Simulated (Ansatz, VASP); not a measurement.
## TaF3: VASP beside Ansatz

The input INCAR:

```
SYSTEM = TaF3
ALGO     = Normal         ! electronic algorithm
EDIFF    = 1E-6           ! SCF threshold, eV
ENCUT    = 600            ! plane-wave cutoff, eV
GGA      = PE             ! functional
GGA_COMPAT= .False.      
ISIF     = 2              ! what is computed and relaxed
ISMEAR   = -1             ! smearing method
LASPH    = .True.         ! aspherical terms in the spheres
LCHARG   = .False.        ! write CHGCAR
LREAL    = .False.        ! projectors in reciprocal space
LWAVE    = .False.        ! write WAVECAR
NBANDS   = 24             ! bands
NELM     = 120            ! most SCF steps
PREC     = Accurate       ! precision mode
SIGMA    = 0.05           ! smearing width, eV
```

File KPOINTS:

```
k-points
0
Gamma
  8 8 8
  0 0 0
```

Contents of POSCAR:

```
TaF3
1.0
    4.0624798500      0.0000000000      0.0000000000
    0.0000000000      4.0624798500      0.0000000000
    0.0000000000      0.0000000000      4.3830595661
Ta F
1 3
Direct
    0.0000000000      0.0000000000      0.0000000000
    0.0000000000      0.5000000000      0.0000000000
    0.5000000000      0.0000000000      0.0000000000
    0.0000000000      0.0000000000      0.5000000000
```

Input for Ansatz:

```yaml
crystal:
  lattice:
    - [4.06247985, 0.0, 0.0]
    - [0.0, 4.06247985, 0.0]
    - [0.0, 0.0, 4.383059566074951]
  atoms:
    - { symbol: Ta, position: [0.0, 0.0, 0.0] }
    - { symbol: F, position: [0.0, 0.5, 0.0] }
    - { symbol: F, position: [0.5, 0.0, 0.0] }
    - { symbol: F, position: [0.0, 0.0, 0.5] }
basis:
  ecutwfc: 520.0
kpoints:
  mp_grid:
    grid: [8, 8, 8]
hamiltonian:
  xc: pbe
  pseudopotentials:
    kind: paw
scf:
  occupations:
    method: fermi_dirac
    width: 0.05
output:
  stress: true
```

Alike in both runs: task single point; functional PBE; k mesh 8 × 8 × 8; occupations fermi-dirac, width 0.05 eV; no spin polarisation.

|  | VASP | Ansatz |
| --- | --- | --- |
| version | VASP 6.6.1 | Ansatz 0.2.0 |
| potentials or method | VASP PAW PBE potentials, release 64 (Ta_pv, F), cutoff 600 eV | plane waves, PAW |
| valence electrons in the cell | 32 | 34 |

|  | VASP | Ansatz | Ansatz less VASP |
| --- | --- | --- | --- |
| pressure (GPa) | -1.9 | -1.8 | +0.08 |
| traceless stress, the component that is largest in VASP (GPa) | -9.62 | -9.52 | +0.102 |

VASP's potentials hold 32 valence electrons a cell and Ansatz's 34, so a difference there can come from the potentials and not from the codes.

Neither program's run includes spin-orbit coupling.
